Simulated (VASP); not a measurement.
A run of VASP 6.6.1 is set up as follows.

File INCAR:

```
SYSTEM = Ti
  ALGO = Fast
  EDIFF = 1E-6
  ENCUT = 520
  GGA = PE
  ISIF = 2
  ISMEAR = 0
  IVDW = 12
  LASPH = .True.
  LCHARG = .True.
  LELF = .True.
  LREAL = .False.
  LVHAR = .True.
  LWAVE = .False.
  NBANDS = 19
  NELM = 80
  PREC = Accurate
  SIGMA = 0.1
```

File KPOINTS:

```
k-points
0
Gamma
  18 18 10
  0 0 0
```

Contents of POSCAR:

```
Ti
1.0
    2.9004352001      0.0000000000      0.0000000000
   -1.4502176000      2.5118505653      0.0000000000
    0.0000000000      0.0000000000      4.5909904467
Ti
2
Direct
    0.3333333333      0.6666666667      0.2500000000
    0.6666666667      0.3333333333      0.7500000000
```

Potentials or basis: VASP PAW PBE potentials, release 64 (Ti_sv).

Run with:

```sh
$ cat potpaw_PBE.64/Ti_sv/POTCAR > POTCAR
$ mpirun -np 1 vasp_std > vasp.out
```

Predict the band gap on the k mesh.

zero (band 12 reaches 9.54 eV, above the bottom of band 13 at 8.42 eV).

Predict the dispersion energy per atom.

-0.626 eV.

What does it give for the pressure?

-2.1 GPa.

Caveat: pairwise dispersion overbinds metals, which lowers pressure and volume.
